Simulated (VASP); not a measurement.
# PdClF: single point with r2SCAN

Crystal: PdClF.

```
Pd Cl F
1.0
     3.68858    0.00000    0.00000
     0.00000    3.68858    0.00000
     0.00000    0.00000    6.45833
Pd Cl F
2 2 2
Cartesian
  0.9221 0.9221 1.2671
  2.7664 2.7664 5.1912
  0.9221 0.9221 4.1540
  2.7664 2.7664 2.3043
  2.7664 0.9221 0.0000
  0.9221 2.7664 0.0000
```

| Quantity | Value |
| --- | --- |
| Program | VASP 6.6.1 |
| Task | single point |
| Functional | r2SCAN |
| Potentials or basis | VASP PAW PBE potentials, release 64 (Pd, Cl, F) |
| Cutoff | 520 eV |
| k mesh | 5 × 5 × 3 |
| Occupations | methfessel-paxton, width 0.2291 eV |
| Spin | no spin polarisation |
| Dipole correction | no |
| Further INCAR settings | ALGO = Normal; EDIFF = 1e-06; NBANDS = 33 |

The pressure is 4.4 GPa. The largest force is 1.338 eV/Å and the band gap on the k mesh is zero (bands 24 and 25 overlap by 0.12 eV).

Forces on the atoms (eV/Å):
```
Pd   0.000  0.000  1.338
Pd   0.000  0.000 -1.338
Cl   0.000  0.000  0.429
Cl   0.000  0.000 -0.429
F    0.000  0.000  0.000
F    0.000  0.000  0.000
```

Stress tensor (GPa, compression positive):
```
2.12 0.00 0.00
0.00 2.12 0.00
0.00 0.00 8.93
```

Levels at points of the mesh, in eV from the Fermi level:
| k point | band 21 | band 22 | band 23 | band 24 | band 25 | band 26 | band 27 | band 28 |
| --- | --- | --- | --- | --- | --- | --- | --- | --- |
| (0.00, 0.00, 0.00) | -0.82 | -0.28 | -0.28 | 0.05 | 0.43 | 0.43 | 3.99 | 5.61 |

Wall time 86 s on 1 thread of AMD EPYC 7R13 Processor (Zen 3), with other jobs on the host, peak memory 0.18 GiB.

Caveat: the cell stands under pressure; the PAW data sets were made with another functional, which shifts forces and pressure a little.
